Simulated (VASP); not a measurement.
# Na (Fd-3m) in VASP: notebook

The runs below take Na through relaxation of cell and atoms, with PBE.

All numbers are computed with VASP 6.6.1; they aren't measurements. Logs are shortened: lines on timing, memory, paths and dates and some standing lists are left out, and cuts for length are marked.

## (1) The cell of the first run

It takes space group Fd-3m (No. 227, cubic). Conventional cell: a = 5.811 Å, b = 5.811 Å, c = 5.811 Å, α = 90.00°, β = 90.00°, γ = 90.00°. Na (site symmetry -43m) has 4 Na at 2.52 Å within 3.3 Å.

This isn't the form of Na at room conditions, which is bcc.

## (2) Relaxation of cell and atoms, PBE, target pressure 9.4 GPa, at which the enthalpy is minimised

Input file INCAR:

```
  PREC = Accurate
  ENCUT = 600
  EDIFF = 1E-6
  ISMEAR = -1
  SIGMA = 0.08
  LREAL = F
  LASPH = T
  NELM = 60
  ALGO = Normal
  ISIF = 3
  LWAVE = F
  LCHARG = F
  GGA = PE
  IBRION = 2
  NSW = 32
  EDIFFG = -0.005
  PSTRESS = 94.0
```

Input file KPOINTS:

```
Automatic mesh
0
Gamma
  11 11 11
```

Input file POSCAR:

```
Na
1.0
    0.0000000000      2.9056202372      2.9056202372
    2.9056202372      0.0000000000      2.9056202372
    2.9056202372      2.9056202372      0.0000000000
Na
2
Direct
   -0.1250000000     -0.1250000000     -0.1250000000
    0.1250000000      0.1250000000      0.1250000000
```

Potentials or basis: VASP PAW PBE potentials, release 64 (Na_pv).

Command:

```bash
> cat potpaw_PBE.64/Na_pv/POTCAR > POTCAR
> mpirun -np 1 vasp_std > vasp.out
```

OUTCAR:

```text
PREC = Accurate
   ENCUT = 600
   EDIFF = 1E-6
   ISMEAR = -1
   LREAL = F
   LASPH = T
   NELM = 60
   ISIF = 3
   GGA = PE
   IBRION = 2
   NSW = 32
   EDIFFG = -0.005
   PSTRESS = 94.0

 ion  position               nearest neighbor table
   1  0.875  0.875  0.875-   2 2.52   2 2.52   2 2.52   2 2.52
   2  0.125  0.125  0.125-   1 2.52   1 2.52   1 2.52   1 2.52

  LATTYP: Found a face centered cubic cell.
 ALAT       =     5.8112404744

  Lattice vectors:

 A1 = (   0.0000000000,   2.9056202372,   2.9056202372)
 A2 = (   2.9056202372,   0.0000000000,   2.9056202372)
 A3 = (   2.9056202372,   2.9056202372,   0.0000000000)

Analysis of symmetry for initial positions (statically):
=====================================================================
 Subroutine PRICEL returns:
 Original cell was already a primitive cell.

 Routine SETGRP: Setting up the symmetry group for a
 face centered cubic supercell.

 Subroutine GETGRP returns: Found 48 space group operations
 (whereof 12 operations were pure point group operations)
 out of a pool of 48 trial point group operations.

The static configuration has the point symmetry D_3d.
 The point group associated with its full space group is O_h .

Analysis of symmetry for dynamics (positions and initial velocities):
=====================================================================
 Subroutine PRICEL returns:
 Original cell was already a primitive cell.

 Routine SETGRP: Setting up the symmetry group for a
 face centered cubic supercell.

 Subroutine GETGRP returns: Found 48 space group operations
 (whereof 12 operations were pure point group operations)
 out of a pool of 48 trial point group operations.

The dynamic configuration has the point symmetry D_3d.
 The point group associated with its full space group is O_h .

 Subroutine INISYM returns: Found 48 space group operations
 (whereof 12 operations are pure point group operations),
 and found     1 'primitive' translations

----------------------------------------------------------------------------------------

                                     Primitive cell

  volume of cell :      49.0621

  direct lattice vectors                    reciprocal lattice vectors
     0.000000000  2.905620237  2.905620237    -0.172080299  0.172080299  0.172080299
     2.905620237  0.000000000  2.905620237     0.172080299 -0.172080299  0.172080299
     2.905620237  2.905620237  0.000000000     0.172080299  0.172080299 -0.172080299

  length of vectors
     4.109167547  4.109167547  4.109167547     0.298051821  0.298051821  0.298051821

  position of ions in fractional coordinates (direct lattice)
     0.875000000  0.875000000  0.875000000
     0.125000000  0.125000000  0.125000000

  ion indices of the primitive-cell ions
   primitive index   ion index
                 1           1
                 2           2

----------------------------------------------------------------------------------------

 KPOINTS: Automatic mesh

Automatic generation of k-mesh.
 Grid dimensions read from file:
 generate k-points for:   11   11   11

 Generating k-lattice:

  Cartesian coordinates                     Fractional coordinates (reciprocal lattice)
    -0.015643664  0.015643664  0.015643664     0.090909091  0.000000000  0.000000000
     0.015643664 -0.015643664  0.015643664     0.000000000  0.090909091  0.000000000
     0.015643664  0.015643664 -0.015643664     0.000000000  0.000000000  0.090909091

  Length of vectors
     0.027095620  0.027095620  0.027095620

  Shift w.r.t. Gamma in fractional coordinates (k-lattice)
     0.000000000  0.000000000  0.000000000

 Subroutine IBZKPT returns following result:
 ===========================================

 Found     56 irreducible k-points:

 Following reciprocal coordinates:
            Coordinates               Weight
  0.000000  0.000000  0.000000      1.000000
  0.090909  0.000000  0.000000      8.000000
  0.181818  0.000000  0.000000      8.000000
  0.272727  0.000000  0.000000      8.000000
  0.363636  0.000000  0.000000      8.000000
  0.454545  0.000000  0.000000      8.000000
[... 16 lines left out ...]
 -0.272727  0.181818  0.000000     24.000000
 -0.181818  0.181818  0.000000     12.000000
 [... further k-points ...]
   k-points           NKPTS =     56   k-points in BZ     NKDIM =     56   number of bands    NBANDS=     11
   number of dos      NEDOS =    301   number of ions     NIONS =      2
   total plane-waves  NPLWV =  46656
   dimension x,y,z NGX =    36 NGY =   36 NGZ =   36
   dimension x,y,z NGXF=    72 NGYF=   72 NGZF=   72
   ions per type =               2
   NGX,Y,Z   is equivalent  to a cutoff of  14.56, 14.56, 14.56 a.u.
   NGXF,Y,Z  is equivalent  to a cutoff of  29.13, 29.13, 29.13 a.u.
 SYSTEM =  unknown system
   PREC   = accura    normal or accurate (medium, high low for compatibility)
   ISTART =      0    job   : 0-new  1-cont  2-samecut
   ICHARG =      2    charge: 1-file 2-atom 10-const
   ISPIN  =      1    spin polarized calculation?
   LNONCOLLINEAR =      F non collinear calculations
   LSORBIT =      F    spin-orbit coupling
   LASPH  =      T    aspherical Exc in radial PAW
   ENCUT  =  600.0 eV  44.10 Ry    6.64 a.u.   8.21  8.21  8.21*2*pi/ulx,y,z
   NELM   =     60;   NELMIN=  2; NELMDL= -5     # of ELM steps
   EDIFF  = 0.1E-05   stopping-criterion for ELM
   LREAL  =      F    real-space projection
   EDIFFG = -.5E-02   stopping-criterion for IOM
   NSW    =     32    number of steps for IOM
   IBRION =      2    ionic relax: 0-MD 1-quasi-New 2-CG
   NFREE  =      1    steps in history (QN), initial steepest desc. (CG)
   ISIF   =      3    stress and relaxation
   ISYM   =      2    0-nonsym 1-usesym 2-fastsym
   POTIM  = 0.5000    time-step for ionic-motion
   TEBEG  =    0.0;   TEEND  =   0.0 temperature during run
   PSTRESS=   94.0 pullay stress
   NELECT =      14.0000    total number of electrons
   NUPDOWN=      -1.0000    fix difference up-down
   EMIN   =  10.00;   EMAX   =-10.00  energy-range for DOS
   EFERMI =   0.00;   METHOD = LEGACY
   ISMEAR =    -1;   SIGMA  =   0.08  broadening in eV -4-tet -1-fermi 0-gaus
   EFERMI_NEDOS =   21; number of points for ismear=-14 and -15
   IALGO  =     38    algorithm
   IMIX   =      4    mixing-type and parameters
     AMIX     =   0.40;   BMIX     =  1.00
     AMIX_MAG =   1.60;   BMIX_MAG =  1.00
  volume/ion in A,a.u.               =      24.53       165.54
  Fermi-wavevector in a.u.,A,eV,Ry     =   1.077793  2.036733 15.805039  1.161638
  Thomas-Fermi vector in A             =   2.213714
   LORBIT       =      0    0 simple, 1 ext, 2 COOP (PROOUT), +10 PAW based schemes
   GGA     = PE    functional components
   LHFCALC =     F    Hartree Fock is set to
   AEXX    =    0.0000 exact exchange contribution
   IVDW    =     0    specifies the selected vdW correction
   LEPSILON=     F    determine dielectric tensor
   LRPA    =     F    only Hartree local field effects (RPA)
 conjugate gradient relaxation of ions
 non-spin polarized calculation
  energy-cutoff  :      600.00
  volume of cell :       49.06
 maximum number of plane-waves:      1649
 NGX is ok and might be reduce to    36
   NGX = 17   NGY = 17   NGZ = 17

 number of electron      13.9999992 magnetization

 Free energy of the ion-electron system (eV)
  ---------------------------------------------------
  ext. energy  EPLUGINS =         0.00000000
  ---------------------------------------------------
  free energy    TOTEN  =        -1.01323043 eV

  energy without entropy =       -0.99627410  energy(sigma->0) =       -1.00475226

 E-fermi :   2.0226     XC(G=0):  -7.6755

 val. band max:        1.9470395620   @ k =  -0.3636   0.4545   0.1818
 cond. band min:       2.0238413888   @ k =  -0.3636   0.3636   0.0909
 fundamental gap:      0.0768018268
 Fermi energy:         2.0226219432

 k-point     1 :       0.0000    0.0000    0.0000
  band No.  band energies     occupation
      1     -24.0526      2.00000
      2     -24.0526      2.00000
      3     -24.0526      2.00000
      4     -23.7748      2.00000
      5     -23.7748      2.00000
      6     -23.7748      2.00000
      7      -2.2963      2.00000
      8       9.6137      0.00000
      9       9.6138      0.00000
     10       9.6576      0.00000
     11       9.7416      0.00000

 k-point     2 :       0.0909    0.0000    0.0000
  band No.  band energies     occupation
      1     -24.0562      2.00000
      2     -24.0562      2.00000
      3     -24.0541      2.00000
      4     -23.7752      2.00000
      5     -23.7714      2.00000
      6     -23.7714      2.00000
      7      -2.1794      2.00000
      8       8.0669      0.00000
      9       9.0919      0.00000
     10       9.0919      0.00000
     11      10.4591      0.00000

 k-point     3 :       0.1818    0.0000    0.0000
  band No.  band energies     occupation
      1     -24.0654      2.00000
      2     -24.0654      2.00000
      3     -24.0585      2.00000
      4     -23.7761      2.00000
      5     -23.7627      2.00000
      6     -23.7627      2.00000
      7      -1.8311      2.00000
      8       6.3097      0.00000
      9       8.6888      0.00000
     10       8.6888      0.00000
     11      10.4975      0.00000
[... 267 lines left out ...]
 k-point    23 :      -0.2727    0.1818    0.0000
  band No.  band energies     occupation
      1     -24.1206      2.00000
      2     -24.0874      2.00000
      3     -24.0320      2.00000
      4     -23.8093      2.00000
      5     -23.7421      2.00000
      6     -23.7172      2.00000
      7      -0.3605      2.00000
      8       3.9500      0.00000
      9       5.4168      0.00000
     10       8.1622      0.00000
     11       9.2871      0.00000

 k-point    24 :      -0.1818    0.1818    0.0000
  band No.  band energies     occupation
      1     -24.1043      2.00000
      2     -24.0760      2.00000
      3     -24.0416      2.00000
      4     -23.7971      2.00000
      5     -23.7526      2.00000
      6     -23.7300      2.00000
      7      -1.0694      2.00000
      8       5.4786      0.00000
      9       5.5657      0.00000
     10       8.8946      0.00000
     11      10.0179      0.00000

 [... further k-points ...]

------------------------ aborting loop because EDIFF is reached ----------------------------------------

  FORCE on cell =-STRESS in cart. coord.  units (eV):
  Direction    XX          YY          ZZ          XY          YZ          ZX
  --------------------------------------------------------------------------------------
  -------------------------------------------------------------------------------------
  Total        2.8785288      2.8785288      2.8785288      0.0000000     -0.0000000      0.0000000
  in kB       94.0014612     94.0014612     94.0014612      0.0000000     -0.0000000      0.0000000
  external PRESSURE =       0.0014612 kB  Pullay stress =      94.0000000 kB

 VOLUME and BASIS-vectors are now :
 -----------------------------------------------------------------------------
  energy-cutoff  :      600.00
  volume of cell :       49.06
      direct lattice vectors                 reciprocal lattice vectors
     0.000000000  2.905620237  2.905620237    -0.172080299  0.172080299  0.172080299
     2.905620237  0.000000000  2.905620237     0.172080299 -0.172080299  0.172080299
     2.905620237  2.905620237  0.000000000     0.172080299  0.172080299 -0.172080299

 POSITION                                       TOTAL-FORCE (eV/Angst)
 -----------------------------------------------------------------------------------
      5.08484      5.08484      5.08484        -0.000000      0.000000      0.000000
      0.72641      0.72641      0.72641         0.000000     -0.000000     -0.000000
 -----------------------------------------------------------------------------------
    total drift:                                0.000000      0.000000      0.000000

  FREE ENERGIE OF THE ION-ELECTRON SYSTEM (eV)
  ---------------------------------------------------
  free  energy   TOTEN  =        -1.0132304257 eV

  energy  without entropy=       -0.9962741023  energy(sigma->0) =       -1.00475226

  enthalpy is  TOTEN    =         1.8652535878 eV   P V=        2.8784840134

 reached required accuracy - stopping structural energy minimisation
```

It took 47 s on 1 thread of Intel Xeon 8259CL, shared host; peak memory 0.2 GiB.

What came out:

```
Free energy             : -1.0132 eV
Pressure after relaxing : 9.4 GPa
Band gap on the k mesh  : zero (bands 7 and 8 overlap by 1.05 eV)
```

Final structure:
```yaml
crystal:
  lattice:
    - [0.00000, 2.90562, 2.90562]
    - [2.90562, 0.00000, 2.90562]
    - [2.90562, 2.90562, 0.00000]
  atoms:
    - { symbol: Na, position: [0.87500, 0.87500, 0.87500] }
    - { symbol: Na, position: [0.12500, 0.12500, 0.12500] }
```

Caveat: the relaxation stopped at its first step, so nothing moved; the cell is relaxed towards a set pressure, so the run minimises the enthalpy, not the energy.

## (3) Relaxation of cell and atoms, PBE, target pressure 9.4 GPa, at which the enthalpy is minimised

This run uses another cell than the first one, of 24.69 Å³/atom.

Input file INCAR:

```
  PREC = Accurate
  ENCUT = 600
  EDIFF = 1E-6
  ISMEAR = -1
  SIGMA = 0.08
  LREAL = False
  LASPH = True
  NELM = 100
  ALGO = Normal
  ISIF = 3
  LWAVE = False
  LCHARG = False
  GGA = PE
  IBRION = 2
  NSW = 60
  EDIFFG = -0.005
  PSTRESS = 94.0
```

Input file KPOINTS:

```
regular mesh
0
Gamma
  11 11 11
```

Input file POSCAR:

```
Na
1.0
    0.0000000000      2.9119179461      2.9119179461
    2.9119179461      0.0000000000      2.9119179461
    2.9119179461      2.9119179461      0.0000000000
Na
2
Direct
   -0.1250000000     -0.1250000000     -0.1250000000
    0.1250000000      0.1250000000      0.1250000000
```

Potentials or basis: VASP PAW PBE potentials, release 64 (Na_pv).

Command:

```bash
> cat potpaw_PBE.64/Na_pv/POTCAR > POTCAR
> mpirun -np 1 vasp_std > vasp.out
```

Wall time 50 s (1 thread of Intel Xeon 8259CL, shared host); peak memory 0.21 GiB.

Results (log left out):

- Free energy: -1.0200 eV
- Relaxed volume: 24.59 Å³/atom
- Relaxed cell: a = 4.112 Å, b = 4.112 Å, c = 4.112 Å, α = 60.00°, β = 60.00°, γ = 60.00°
- Space group after relaxing (to 0.1 Å): Fd-3m (No. 227)
- Energy change on relaxing (the run minimises the enthalpy): +5.9 meV/atom
- Ionic steps: 2
- Pressure after relaxing: 9.4 GPa
- Band gap on the k mesh: zero (bands 7 and 8 overlap by 1.05 eV)

Step by step:
```tsv
step	energy change (eV)	largest force (eV/Å)	pressure (GPa)	volume (Å³)
1	0.0000	0.0000	9.21	49.38
2	0.0119	0.0000	9.37	49.18
```

Final structure:
```
Na
1.0
     0.00000    2.90789    2.90789
     2.90789    0.00000    2.90789
     2.90789    2.90789    0.00000
Na
2
Direct
  0.87500 0.87500 0.87500
  0.12500 0.12500 0.12500
```

Levels at points of the mesh, in eV from the Fermi level:
```csv
k point,band 5,band 6,band 7,band 8,band 9,band 10
"(0.00, 0.00, 0.00)",-25.79,-25.79,-4.31,7.58,7.58,7.59
```

Caveat: the cell is relaxed towards a set pressure, so the run minimises the enthalpy, not the energy.

The gap in the log of VASP goes by the Fermi energy; the results here count the filled bands.